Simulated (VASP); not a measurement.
A run of VASP 6.6.1 is set up as follows.

Contents of INCAR:

```
ALGO = Normal ; EDIFF = 1E-6
ENCUT = 520 ; GGA = RE
ISIF = 2 ; ISMEAR = -1
LASPH = T ; LCHARG = F
LREAL = F ; LWAVE = F
NBANDS = 16 ; NELM = 80
PREC = Accurate ; SIGMA = 0.1
```

The input KPOINTS:

```
k-points
0
Gamma
  11 11 9
```

Contents of POSCAR:

```
ScSi2
1.0
    3.6600000000      0.0000000000      0.0000000000
   -1.8300000000      3.1696530000      0.0000000000
    0.0000000000      0.0000000000      3.8700000000
Sc Si
1 2
Direct
    0.0000000000      0.0000000000      0.0000000000
    0.3333333333      0.6666666667      0.5000000000
    0.6666666667      0.3333333333      0.5000000000
```

Potentials or basis: VASP PAW PBE potentials, release 64 (Sc_sv, Si).

Launch:

```console
$ cat potpaw_PBE.64/Sc_sv/POTCAR potpaw_PBE.64/Si/POTCAR > POTCAR
$ mpirun -np 1 vasp_std > vasp.out
```

Question: Estimate the pressure.

Answer: 27.4 GPa.

Question: What does it give for the band gap on the k mesh?

Answer: Zero (an odd number of electrons rules out a gap without spin polarisation).

Stress tensor (GPa, compression positive):
```
39.46  0.00  0.00
 0.00 39.46  0.00
 0.00  0.00  3.12
```

Caveat: the cell stands under pressure; the PAW data sets were made with another functional, which shifts forces and pressure a little.
